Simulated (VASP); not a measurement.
Set up this calculation in VASP 6.6.1, as the native input.

```
Task                   : single point
Functional             : PBE
Dispersion             : D3(BJ)
Potentials or basis    : VASP PAW PBE potentials, release 64 (Ti_sv, Te)
Cutoff                 : 520 eV
k mesh                 : 15 × 15 × 8
Occupations            : gaussian, width 0.1 eV
Spin                   : no spin polarisation
Hubbard terms          : Ti d U = 8.0 eV
Dipole correction      : no
Further INCAR settings : ALGO = Normal; EDIFF = 1e-06; NBANDS = 19
```

The structure of TiTe2 lies in POSCAR:

```
TiTe2
1.0
    3.6962848798      0.0000000000      0.0000000000
   -1.8481424399      3.2010766055      0.0000000000
    0.0000000000      0.0000000000      6.3828329701
Ti Te
1 2
Direct
    0.0000000000      0.0000000000      0.0000000000
    0.6666666667      0.3333333333      0.2711838248
    0.3333333333      0.6666666667      0.7288161752
```

One way to write it, as run:

INCAR

```
SYSTEM = TiTe2
  PREC = Accurate
  ENCUT = 520
  EDIFF = 1E-6
  ISMEAR = 0
  SIGMA = 0.1
  LREAL = .FALSE.
  LASPH = .TRUE.
  NELM = 150
  ALGO = Normal
  ISIF = 2
  LWAVE = .FALSE.
  LCHARG = .FALSE.
  LMAXMIX = 4
  LDAU = .TRUE.
  LDAUTYPE = 2
  LDAUL = 2 -1
  LDAUU = 8 0
  LDAUJ = 0 0
  LDAUPRINT = 1
  GGA = PE
  IVDW = 12
  NBANDS = 19
```

KPOINTS

```
regular mesh
0
G
  15 15 8
  0 0 0
```

Potentials or basis: VASP PAW PBE potentials, release 64 (Ti_sv, Te).

Launch:

```console
$ cat potpaw_PBE.64/Ti_sv/POTCAR potpaw_PBE.64/Te/POTCAR > POTCAR
$ mpirun -np 1 vasp_std > vasp.out
```

Results of the run:

```json
{
  "Pressure": "6.3 GPa",
  "Largest force": "0.345 eV/Å",
  "Band gap on the k mesh": "zero (band 12 reaches 9.05 eV, above the bottom of band 13 at 8.22 eV)",
  "Dispersion energy per atom": "-0.523 eV"
}
```

Caveat: spin-orbit coupling is left out, which moves the levels of the heavy elements; U without spin polarisation on a metal has little footing; the U is typed as a test and isn't derived for this compound.

Run time: 5.9 min on 1 thread of Oxide Virtual Turin-like Processor (shared host), peak memory 0.37 GiB.
